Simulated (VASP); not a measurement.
A run of VASP 6.6.1 is set up as follows.

Contents of INCAR:

```
SYSTEM = Na3Zn2N
PREC = Accurate ; ENCUT = 520
EDIFF = 1E-6 ; ISMEAR = 0
SIGMA = 0.1 ; LREAL = .FALSE.
LASPH = .TRUE. ; NELM = 100
ALGO = Fast ; ISIF = 2
LWAVE = .FALSE. ; LCHARG = .FALSE.
GGA = PE ; NBANDS = 34
```

The input KPOINTS:

```
regular mesh
0
G
  12 12 4
  0 0 0
```

POSCAR

```
Na3Zn2N
1.0
    4.5703363779      0.0000000000      0.0000000000
   -2.2851681889      3.9580274071      0.0000000000
    0.0000000000      0.0000000000      9.5968200930
Na Zn N
3 2 1
Direct
    0.0000000000      0.0000000000      0.5000000000
    0.3333333333      0.6666666667      0.0000000000
    0.6666666667      0.3333333333      0.0000000000
    0.0000000000      0.0000000000      0.7981641453
    0.0000000000      0.0000000000      0.2018358547
    0.0000000000      0.0000000000      0.0000000000
```

Potentials or basis: VASP PAW PBE potentials, release 64 (Na_pv, Zn, N).

Command:

```console
$ cat potpaw_PBE.64/Na_pv/POTCAR potpaw_PBE.64/Zn/POTCAR potpaw_PBE.64/N/POTCAR > POTCAR
$ mpirun -np 1 vasp_std > vasp.out
```

(1) What does it give for the band gap on the k mesh?

(2) Estimate the largest force.

(3) Estimate the pressure.

Results:

(1) zero (bands 25 and 26 overlap by 0.31 eV).

(2) 0.065 eV/Å.

(3) 0.1 GPa.
